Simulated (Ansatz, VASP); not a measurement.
## Two plane-wave programs on Al3B2Sb

```
CELL_PARAMETERS angstrom
3.45106 0.00000 0.00000
-1.72553 2.98870 0.00000
0.00000 0.00000 8.79426
ATOMIC_POSITIONS crystal
Al 0.33333 0.66667 0.26691
Al 0.00000 0.00000 0.50000
Al 0.66667 0.33333 0.73309
B 0.33333 0.66667 0.63754
B 0.66667 0.33333 0.36246
Sb 0.00000 0.00000 0.00000
```

Change from the starting cell: species swapped into the NaNi2O3 type (P-3m1, No. 164).

Alike in both runs: functional PBE; k mesh 6 × 6 × 2; occupations gaussian, width 0.2 eV; no spin polarisation.

Ansatz relaxed the structure, and its values are those at the end. VASP's run is a single point on that final structure, the one shown.

```csv
,VASP,Ansatz
version,VASP 6.6.1,Ansatz 0.2.0
potentials or method,"VASP PAW PBE potentials, release 64 (Al, B, Sb), cutoff 500 eV","scalar-relativistic, plane waves, PAW"
valence electrons in the cell,20,30
```

```tsv
	VASP	Ansatz	Ansatz less VASP
gap on the k mesh at the Fermi level (eV)	none	none	-
pressure (GPa)	-0.2	-0.2	+0.03
rms of the force components (eV/Å)	0.024	0.023	-0.0012
```

A gap of «none» marks a metal or a gap that the smearing closes. VASP's potentials hold 20 valence electrons a cell and Ansatz's 30, so a difference there can come from the potentials and not from the codes.

Spin-orbit coupling is off throughout.
